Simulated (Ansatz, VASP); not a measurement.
K: VASP beside Ansatz

Contents of POSCAR:

```
K
1.0
    4.3104390000      0.0000000000      0.0000000000
    0.0000000000      4.3104390000      0.0000000000
    0.0000000000      0.0000000000      4.3104390000
K
1
Direct
    0.0000000000      0.0000000000      0.0000000000
```

The input INCAR.step1:

```
PREC = Accurate
ENCUT = 520
ISMEAR = 1
SIGMA = 0.2
LREAL = False
LASPH = True
NELM = 100
NBANDS = 10
GGA = PE
ALGO = Normal
EDIFF = 1E-4
LWAVE = True
LCHARG = False
```

Contents of INCAR.step2:

```
PREC = Accurate
ENCUT = 520
EDIFF = 1E-6
ISMEAR = 1
SIGMA = 0.2
LREAL = False
LASPH = True
NELM = 100
ALGO = Normal
ISIF = 2
LWAVE = False
LCHARG = False
METAGGA = R2SCAN
LMIXTAU = True
NBANDS = 10
ISTART = 1
```

The input KPOINTS:

```
regular mesh
0
Gamma
  7 7 7
```

Input for Ansatz:

```yaml
crystal:
  lattice:
    - [4.310439, 0.0, 0.0]
    - [0.0, 4.310439, 0.0]
    - [0.0, 0.0, 4.310439]
  atoms:
    - { symbol: K, position: [0.0, 0.0, 0.0] }
basis:
  ecutwfc: 530.0
kpoints:
  mp_grid:
    grid: [7, 7, 7]
hamiltonian:
  xc: r2scan
scf:
  occupations:
    method: methfessel_paxton
    width: 0.2
output:
  stress: true
```

Alike in both runs: task single point; functional r2SCAN; k mesh 7 × 7 × 7; occupations methfessel-paxton of order 1, width 0.2 eV; no spin polarisation.

|  | VASP | Ansatz |
| --- | --- | --- |
| version | VASP 6.6.1 | Ansatz 0.2.0 |
| potentials or method | VASP PAW PBE potentials, release 64 (K_sv), cutoff 520 eV | plane waves, PAW |
| valence electrons in the cell | 9 | 9 |

```tsv
	VASP	Ansatz	Ansatz less VASP
pressure (GPa)	0.0	0.0	+0.01
```

VASP's potentials were made for PBE, not for r2SCAN.
